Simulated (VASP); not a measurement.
SrCl2, 3 atoms in the cell. It takes space group Fm-3m (No. 225, cubic). The conventional cell has a = 6.995 Å, b = 6.995 Å, c = 6.995 Å, α = 90.00°, β = 90.00°, γ = 90.00°. Sr (site symmetry m-3m) has 8 Cl at 3.03 Å within 4.0 Å. Cl (site symmetry -43m) has 4 Sr at 3.03 Å and 6 Cl at 3.50 Å within 4.0 Å. 

```yaml
Program: VASP 6.6.1
Task: single point
Functional: LDA
Potentials_or_basis: VASP PAW LDA potentials, release 64 (Sr_sv, Cl)
Cutoff: 520 eV
k_mesh: 4 × 4 × 4
Occupations: gaussian, width 0.01 eV
Spin: no spin polarisation
Dipole_correction: no
Further_INCAR_settings: ALGO = Normal; EDIFF = 1e-06; NBANDS = 19
```

Potentials or basis: VASP PAW LDA potentials, release 64 (Sr_sv, Cl).

Run with:

```bash
$ cat potpaw_LDA.64/Sr_sv/POTCAR potpaw_LDA.64/Cl/POTCAR > POTCAR
$ mpirun -np 1 vasp_std > vasp.out
```

Hardware: 1 thread of Intel(R) Xeon(R) 6975P-C (Granite Rapids), with other jobs on the host.

How long does it take, and how much memory?

Wall time 6 s on 1 thread of Intel(R) Xeon(R) 6975P-C (Granite Rapids) (shared host), peak memory 0.18 GiB. Counts: scf iterations 13, k points 8.
